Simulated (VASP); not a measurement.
Runs of VASP 6.6.1 on TaN. The structure is that of space group P-62m (No. 189), or close to it. The cells are those of the table. 

```csv
potentials or basis,cell,k mesh,cutoff (eV),smearing,gap on the mesh (eV),pressure (GPa),largest force (eV/Å)
"VASP PAW PBE potentials, release 64 (Ta_pv, N)","a = 5.200, b = 5.200, c = 2.969 Å, angles 90.0, 90.0, 120.0°, 6 atoms",12 × 12 × 12,520,gaussian 0.1 eV,none,-5.0,0.01
"VASP PAW PBE potentials, release 64 (Ta_pv, N)","a = 5.200, b = 5.200, c = 2.910 Å, angles 90.0, 90.0, 120.0°, 6 atoms",6 × 6 × 12,520,gaussian 0.15 eV,none,1.5,0.01
"VASP PAW PBE potentials, release 64 (Ta_pv, N)","a = 5.200, b = 5.200, c = 2.910 Å, angles 90.0, 90.0, 120.0°, 6 atoms",9 × 9 × 12,520,gaussian 0.1 eV,none,(a),0.01
"VASP PAW PBE potentials, release 64 (Ta_sv_GW, N)","a = 5.196, b = 5.196, c = 2.911 Å, angles 90.0, 90.0, 120.0°, 6 atoms",6 × 6 × 6,660,gaussian 0.1 eV,none,0.4,0.02
"VASP PAW PBE potentials, release 64 (Ta_pv, N)","a = 5.200, b = 5.200, c = 2.998 Å, angles 90.0, 90.0, 120.0°, 6 atoms",12 × 12 × 12,520,gaussian 0.1 eV,none,-7.9,0.01
"VASP PAW PBE potentials, release 64 (Ta_sv_GW, N)","a = 5.200, b = 5.200, c = 2.910 Å, angles 90.0, 90.0, 120.0°, 6 atoms",12 × 12 × 12,660,gaussian 0.1 eV,none,(b),0.01
```

Alike in all rows: task single point; level r2SCAN; no spin polarisation.

Problem. Estimate the missing entries.

Solution. (a) 1.6; (b) 0.1.

Caveats: the PAW data sets were made with another functional, which shifts forces and pressure a little; spin-orbit coupling is left out, which moves the levels of the heavy elements; the cell stands under tension (at least some runs).

A k mesh can miss the band edges, and the runs leave out spin-orbit coupling on Ta.

A gap of «none» marks levels without a gap at the run's occupations.

The runs don't all hold the same shells in valence.
